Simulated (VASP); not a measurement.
# Ge in VASP: single point with PBEsol

Aim: the single point of Ge with PBEsol.

Everything below comes from runs of VASP 6.6.1. Logs are shortened: lines on timing, memory, paths and dates and some standing lists are left out, and cuts for length are marked.

### Step 1. The cell of the first run

The cell holds a slab with vacuum, 8 atoms: a = 4.013 Å, b = 5.676 Å, c = 23.020 Å, α = 90.00°, β = 90.00°, γ = 90.00°.

### Step 2. Single point, PBEsol

INCAR

```
SYSTEM = Ge
PREC = Accurate
ENCUT = 520
EDIFF = 1E-6
ISMEAR = 0
SIGMA = 0.1
LREAL = .False.
LASPH = .True.
NELM = 80
ALGO = Normal
ISIF = 2
LWAVE = .False.
LCHARG = .False.
LDIPOL = .True.
IDIPOL = 3
DIPOL = 0.5 0.5 0.501
GGA = PS
NBANDS = 66
```

KPOINTS

```
regular mesh
0
Gamma
  7 5 1
  0 0 0
```

POSCAR

```
Ge
1.0
    4.0133694130      0.0000000000      0.0000000000
    0.0000000000      5.6757614546      0.0000000000
    0.0000000000      0.0000000000     23.0200541195
Ge
8
Direct
    0.5000000000      0.0000000000      0.3692432675
    0.0000000000      0.2500000000      0.3692432675
    0.0000000000      0.5000000000      0.4564144225
    0.5000000000      0.7500000000      0.4564144225
    0.5000000000     -0.0011780454      0.5461152403
    0.0000000000      0.2511780454      0.5461152403
    0.0000000000      0.5027853517      0.6324756529
    0.5000000000      0.7472146483      0.6324756529
```

Potentials or basis: VASP PAW PBE potentials, release 64 (Ge_d).

On the command line:

```bash
cat potpaw_PBE.64/Ge_d/POTCAR > POTCAR
mpirun -np 1 vasp_std > vasp.out
```

OUTCAR:

```text
SYSTEM = Ge
   PREC = Accurate
   ENCUT = 520
   EDIFF = 1E-6
   ISMEAR = 0
   LREAL = .False.
   LASPH = .True.
   NELM = 80
   ISIF = 2
   GGA = PS

 ion  position               nearest neighbor table
   1  0.500  0.000  0.369-   4 2.46   2 2.46   2 2.46
   2  0.000  0.250  0.369-   3 2.46   1 2.46   1 2.46
   3  0.000  0.500  0.456-   2 2.46   4 2.46   4 2.46   6 2.50
   4  0.500  0.750  0.456-   1 2.46   3 2.46   3 2.46   5 2.50
   5  0.500  0.999  0.546-   8 2.45   6 2.47   6 2.47   4 2.50
   6  0.000  0.251  0.546-   7 2.45   5 2.47   5 2.47   3 2.50
   7  0.000  0.503  0.632-   8 2.44   8 2.44   6 2.45
   8  0.500  0.747  0.632-   7 2.44   7 2.44   5 2.45

  LATTYP: Found a simple orthorhombic cell.
 ALAT       =     4.0133694130
 B/A-ratio  =     1.4142135624
 C/A-ratio  =     5.7358423187

  Lattice vectors:

 A1 = (   4.0133694130,   0.0000000000,   0.0000000000)
 A2 = (   0.0000000000,   5.6757614546,   0.0000000000)
 A3 = (   0.0000000000,   0.0000000000,  23.0200541195)

Analysis of symmetry for initial positions (statically):
=====================================================================
 Subroutine PRICEL returns:
 Original cell was already a primitive cell.

 Routine SETGRP: Setting up the symmetry group for a
 simple orthorhombic supercell.

 Subroutine GETGRP returns: Found  4 space group operations
 (whereof  2 operations were pure point group operations)
 out of a pool of  8 trial point group operations.

The static configuration has the point symmetry C_1h.
 The point group associated with its full space group is C_2v.

Analysis of symmetry for dynamics (positions and initial velocities):
=====================================================================
 Subroutine PRICEL returns:
 Original cell was already a primitive cell.

 Routine SETGRP: Setting up the symmetry group for a
 simple orthorhombic supercell.

 Subroutine GETGRP returns: Found  4 space group operations
 (whereof  2 operations were pure point group operations)
 out of a pool of  8 trial point group operations.

The dynamic configuration has the point symmetry C_1h.
 The point group associated with its full space group is C_2v.

 Subroutine INISYM returns: Found  4 space group operations
 (whereof  2 operations are pure point group operations),
 and found     1 'primitive' translations

----------------------------------------------------------------------------------------

                                     Primitive cell

  volume of cell :     524.3721

  direct lattice vectors                    reciprocal lattice vectors
     4.013369413  0.000000000  0.000000000     0.249167195  0.000000000  0.000000000
     0.000000000  5.675761455  0.000000000     0.000000000  0.176187813  0.000000000
     0.000000000  0.000000000 23.020054119     0.000000000  0.000000000  0.043440384

  length of vectors
     4.013369413  5.675761455 23.020054119     0.249167195  0.176187813  0.043440384

  position of ions in fractional coordinates (direct lattice)
     0.500000000  0.000000000  0.369243268
     0.000000000  0.250000000  0.369243268
     0.000000000  0.500000000  0.456414423
     0.500000000  0.750000000  0.456414423
     0.500000000  0.998821955  0.546115240
     0.000000000  0.251178045  0.546115240
     0.000000000  0.502785352  0.632475653
     0.500000000  0.747214648  0.632475653

  ion indices of the primitive-cell ions
   primitive index   ion index
                 1           1
                 2           2
                 3           3
                 4           4
                 5           5
                 6           6
                 7           7
                 8           8

----------------------------------------------------------------------------------------

 KPOINTS: regular mesh

Automatic generation of k-mesh.
 Grid dimensions read from file:
 generate k-points for:    7    5    1

 Generating k-lattice:

  Cartesian coordinates                     Fractional coordinates (reciprocal lattice)
     0.035595314  0.000000000  0.000000000     0.142857143  0.000000000  0.000000000
     0.000000000  0.035237563  0.000000000     0.000000000  0.200000000  0.000000000
     0.000000000  0.000000000  0.043440384     0.000000000  0.000000000  1.000000000

  Length of vectors
     0.035595314  0.035237563  0.043440384

  Shift w.r.t. Gamma in fractional coordinates (k-lattice)
     0.000000000  0.000000000  0.000000000

 Subroutine IBZKPT returns following result:
 ===========================================

 Found     12 irreducible k-points:

 Following reciprocal coordinates:
            Coordinates               Weight
  0.000000  0.000000  0.000000      1.000000
  0.142857  0.000000  0.000000      2.000000
  0.285714  0.000000  0.000000      2.000000
  0.428571  0.000000  0.000000      2.000000
  0.000000  0.200000  0.000000      2.000000
  0.142857  0.200000  0.000000      4.000000
  0.285714  0.200000  0.000000      4.000000
  0.428571  0.200000  0.000000      4.000000
  0.000000  0.400000  0.000000      2.000000
  0.142857  0.400000  0.000000      4.000000
  0.285714  0.400000  0.000000      4.000000
  0.428571  0.400000  0.000000      4.000000
   k-points           NKPTS =     12   k-points in BZ     NKDIM =     12   number of bands    NBANDS=     66
   number of dos      NEDOS =    301   number of ions     NIONS =      8
   total plane-waves  NPLWV = 226800
   dimension x,y,z NGX =    30 NGY =   42 NGZ =  180
   dimension x,y,z NGXF=    60 NGYF=   84 NGZF=  360
   ions per type =               8
   NGX,Y,Z   is equivalent  to a cutoff of  12.43, 12.30, 13.00 a.u.
   NGXF,Y,Z  is equivalent  to a cutoff of  24.85, 24.60, 26.00 a.u.
 SYSTEM =  Ge
   PREC   = accura    normal or accurate (medium, high low for compatibility)
   ISTART =      0    job   : 0-new  1-cont  2-samecut
   ICHARG =      2    charge: 1-file 2-atom 10-const
   ISPIN  =      1    spin polarized calculation?
   LNONCOLLINEAR =      F non collinear calculations
   LSORBIT =      F    spin-orbit coupling
   LASPH  =      T    aspherical Exc in radial PAW
   ENCUT  =  520.0 eV  38.22 Ry    6.18 a.u.   7.46 10.55 42.80*2*pi/ulx,y,z
   NELM   =     80;   NELMIN=  2; NELMDL= -5     # of ELM steps
   EDIFF  = 0.1E-05   stopping-criterion for ELM
   LREAL  =      F    real-space projection
   EDIFFG = 0.1E-04   stopping-criterion for IOM
   NSW    =      0    number of steps for IOM
   IBRION =     -1    ionic relax: 0-MD 1-quasi-New 2-CG
   NFREE  =      0    steps in history (QN), initial steepest desc. (CG)
   ISIF   =      2    stress and relaxation
   ISYM   =      2    0-nonsym 1-usesym 2-fastsym
   POTIM  = 0.5000    time-step for ionic-motion
   TEBEG  =    0.0;   TEEND  =   0.0 temperature during run
   PSTRESS=    0.0 pullay stress
   NELECT =     112.0000    total number of electrons
   NUPDOWN=      -1.0000    fix difference up-down
   EMIN   =  10.00;   EMAX   =-10.00  energy-range for DOS
   EFERMI =   0.00;   METHOD = LEGACY
   ISMEAR =     0;   SIGMA  =   0.10  broadening in eV -4-tet -1-fermi 0-gaus
   EFERMI_NEDOS =   21; number of points for ismear=-14 and -15
   IALGO  =     38    algorithm
   IMIX   =      4    mixing-type and parameters
     AMIX     =   0.40;   BMIX     =  1.00
     AMIX_MAG =   1.60;   BMIX_MAG =  1.00
  volume/ion in A,a.u.               =      65.55       442.33
  Fermi-wavevector in a.u.,A,eV,Ry     =   0.978590  1.849268 13.029473  0.957639
  Thomas-Fermi vector in A             =   2.109378
   LORBIT       =      0    0 simple, 1 ext, 2 COOP (PROOUT), +10 PAW based schemes
   GGA     = PS    functional components
   LHFCALC =     F    Hartree Fock is set to
   AEXX    =    0.0000 exact exchange contribution
   IVDW    =     0    specifies the selected vdW correction
   LEPSILON=     F    determine dielectric tensor
   LRPA    =     F    only Hartree local field effects (RPA)
 non-spin polarized calculation
 Gauss-broadening in eV      SIGMA  =   0.10
  energy-cutoff  :      520.00
  volume of cell :      524.37
 maximum number of plane-waves:     14171
 NGX is ok and might be reduce to    30
   NGX = 15   NGY = 21   NGZ = 85

 dipolmoment           0.000000      0.000000      0.070705 electrons x Angstroem

 number of electron     111.9999866 magnetization

 dipolmoment           0.000000      0.000000     -0.002793 electrons x Angstroem

 Free energy of the ion-electron system (eV)
  ---------------------------------------------------
  ext. energy  EPLUGINS =         0.00000000
  ---------------------------------------------------
  free energy    TOTEN  =       -35.78221791 eV

  energy without entropy =      -35.75925590  energy(sigma->0) =      -35.77073691

 E-fermi :  -1.5123     XC(G=0):  -4.2053

 val. band max:       -1.5466098135   @ k =   0.2857   0.4000   0.0000
 cond. band min:      -1.4504532613   @ k =   0.0000   0.4000   0.0000
 fundamental gap:      0.0961565522
 Fermi energy:        -1.5122689386

 k-point     1 :       0.0000    0.0000    0.0000
  band No.  band energies     occupation
      1     -26.0914      2.00000
      2     -26.0802      2.00000
      3     -26.0641      2.00000
      4     -26.0598      2.00000
      5     -26.0306      2.00000
      6     -26.0217      2.00000
[... 58 lines left out ...]
     65       2.5428      0.00000
     66       2.7479      0.00000

 k-point     2 :       0.1429    0.0000    0.0000
  band No.  band energies     occupation
      1     -26.0911      2.00000
      2     -26.0858      2.00000
      3     -26.0656      2.00000
      4     -26.0588      2.00000
      5     -26.0405      2.00000
      6     -26.0244      2.00000
[... 679 lines left out ...]
     65       3.2944      0.00000
     66       3.5298      0.00000

 k-point    12 :       0.4286    0.4000    0.0000
  band No.  band energies     occupation
      1     -26.0913      2.00000
      2     -26.0909      2.00000
      3     -26.0691      2.00000
      4     -26.0677      2.00000
      5     -26.0358      2.00000
      6     -26.0327      2.00000
[... 58 lines left out ...]
     65       3.3352      0.00000
     66       3.3626      0.00000

------------------------ aborting loop because EDIFF is reached ----------------------------------------

 vacuum level on the upper side and lower side of the slab       (xc-potential included)        -0.129        -0.109

  FORCE on cell =-STRESS in cart. coord.  units (eV):
  Direction    XX          YY          ZZ          XY          YZ          ZX
  --------------------------------------------------------------------------------------
  -------------------------------------------------------------------------------------
  Total       -0.2003971     -1.0225668     -0.2352104      0.0000000      0.0000000      0.0000000
  in kB       -0.6122974     -3.1243715     -0.7186668      0.0000000      0.0000000      0.0000000
  external PRESSURE =      -1.4851119 kB  Pullay stress =       0.0000000 kB

 VOLUME and BASIS-vectors are now :
 -----------------------------------------------------------------------------
  energy-cutoff  :      520.00
  volume of cell :      524.37
      direct lattice vectors                 reciprocal lattice vectors
     4.013369413  0.000000000  0.000000000     0.249167195  0.000000000  0.000000000
     0.000000000  5.675761455  0.000000000     0.000000000  0.176187813  0.000000000
     0.000000000  0.000000000 23.020054119     0.000000000  0.000000000  0.043440384

 POSITION                                       TOTAL-FORCE (eV/Angst)
 -----------------------------------------------------------------------------------
      2.00668      0.00000      8.50000         0.000000      0.125587      0.041608
      0.00000      1.41894      8.50000         0.000000     -0.125587      0.041608
      0.00000      2.83788     10.50668         0.000000     -0.121249     -0.042167
      2.00668      4.25682     10.50668         0.000000      0.121249     -0.042167
      2.00668      5.66908     12.57160         0.000000      0.003144      0.003015
      0.00000      1.42563     12.57160         0.000000     -0.003144      0.003015
      0.00000      2.85369     14.55962         0.000000      0.010925     -0.002456
      2.00668      4.24101     14.55962         0.000000     -0.010925     -0.002456
 -----------------------------------------------------------------------------------
    total drift:                                0.000000      0.000000     -0.000422

  FREE ENERGIE OF THE ION-ELECTRON SYSTEM (eV)
  ---------------------------------------------------
  free  energy   TOTEN  =       -35.7822179122 eV

  energy  without entropy=      -35.7592559007  energy(sigma->0) =      -35.77073691

 vacuum level on the upper side and lower side of the slab         3.072         3.092
```

Run time: 27 min. Hardware: 1 thread of Intel Xeon 8259CL, shared host; peak memory 0.65 GiB.

What came out:

* Free energy: -35.7822 eV
* Largest force: 0.132 eV/Å
* Band gap on the k mesh: zero (bands 56 and 57 overlap by 0.30 eV)

Forces in eV/Å, atoms in the order of the input:
```
Ge   0.000  0.126  0.042
Ge   0.000 -0.126  0.042
Ge   0.000 -0.121 -0.042
Ge   0.000  0.121 -0.042
Ge   0.000  0.003  0.003
Ge   0.000 -0.003  0.003
Ge   0.000  0.011 -0.002
Ge   0.000 -0.011 -0.002
```

Caveat: the PAW data sets were made with another functional, which shifts forces and pressure a little.

The gap in the log of VASP goes by the Fermi energy; the results here count the filled bands.